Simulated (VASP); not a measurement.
Write the native input for VASP 6.6.1 that does the following.

| Quantity | Value |
| --- | --- |
| Task | single point |
| Functional | LDA |
| Potentials or basis | VASP PAW LDA potentials, release 64 (Ti_sv, O) |
| Cutoff | 520 eV |
| k mesh | 10 × 10 × 10 |
| Occupations | fermi-dirac, width 0.05 eV |
| Spin | no spin polarisation |
| Dipole correction | no |
| Further INCAR settings | ALGO = Normal; EDIFF = 1e-06; NBANDS = 19 |

The structure of TiO2 lies in POSCAR:

```
TiO2
1.0
    1.4973312015      0.8644845722      6.9815443949
   -1.4973312015      0.8644845722      6.9815443949
    0.0000000000     -1.7289691445      6.9815443949
Ti O
1 2
Direct
    0.0000000000      0.0000000000      0.0000000000
    0.3795330000      0.3795330000      0.3795330000
    0.6204670000      0.6204670000      0.6204670000
```

The input as run:

INCAR

```
  PREC = Accurate
  ENCUT = 520
  EDIFF = 1E-6
  ISMEAR = -1
  SIGMA = 0.05
  LREAL = False
  LASPH = True
  NELM = 100
  ALGO = Normal
  ISIF = 2
  LWAVE = False
  LCHARG = False
  NBANDS = 19
```

KPOINTS

```
regular mesh
0
Gamma
  10 10 10
```

Potentials or basis: VASP PAW LDA potentials, release 64 (Ti_sv, O).

Launch:

```sh
$ cat potpaw_LDA.64/Ti_sv/POTCAR potpaw_LDA.64/O/POTCAR > POTCAR
$ mpirun -np 1 vasp_std > vasp.out
```

Results of the run:

* Pressure: -6.9 GPa
* Largest force: 0.750 eV/Å
* Band gap on the k mesh: 2.60 eV, indirect (least direct gap 2.77 eV)

It took 13 min on 1 thread of Intel(R) Xeon(R) Platinum 8259CL CPU @ 2.50GHz (Skylake/Cascade Lake), on a shared host, peak memory 0.38 GiB.
